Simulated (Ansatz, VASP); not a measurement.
GaSb3 in VASP and in Ansatz

```xyz
4
Lattice="0.0000 3.6479 3.6479 3.6479 0.0000 3.6479 3.6479 3.6479 0.0000" Properties=species:S:1:pos:R:3 pbc="T T T"
Ga    0.0000    0.0000    0.0000
Sb    1.8239    1.9739    1.8239
Sb    5.4718    5.6218    5.4718
Sb    3.6479    3.7979    3.6479
```

Change from the starting cell: all Sb atoms moved +0.150 Å, as atom 2 along Cartesian [0 1 0].

Alike in both runs: task single point; functional PBE; dispersion D3(BJ); k mesh 12 × 12 × 12; occupations gaussian, width 0.15 eV; no spin polarisation.

|  | VASP | Ansatz |
| --- | --- | --- |
| version | VASP 6.6.1 | Ansatz 0.2.0 |
| potentials or method | VASP PAW PBE potentials, release 64 (Ga_d, Sb), cutoff 520 eV | scalar-relativistic, plane waves, PAW |
| valence electrons in the cell | 28 | 58 |

VASP gave:

| Quantity | Value |
| --- | --- |
| gap on the k mesh at the Fermi level (eV) | none |
| pressure (GPa) | 0.5 |
| traceless stress, the component that is largest in VASP (GPa) | -0.09 |
| rms of the force components (eV/Å) | 0.095 |

Q: Estimate Ansatz's values.

A: gap on the k mesh at the Fermi level (eV): none; pressure (GPa): 0.5; traceless stress, the component that is largest in VASP (GPa): -0.08; rms of the force components (eV/Å): 0.094.

Atom by atom the forces differ by 0.001 eV/Å (rms over components). A gap of «none» marks a metal or a gap that the smearing closes. VASP's potentials hold 28 valence electrons a cell and Ansatz's 58, so a difference there can come from the potentials and not from the codes.

Neither program's run includes spin-orbit coupling.
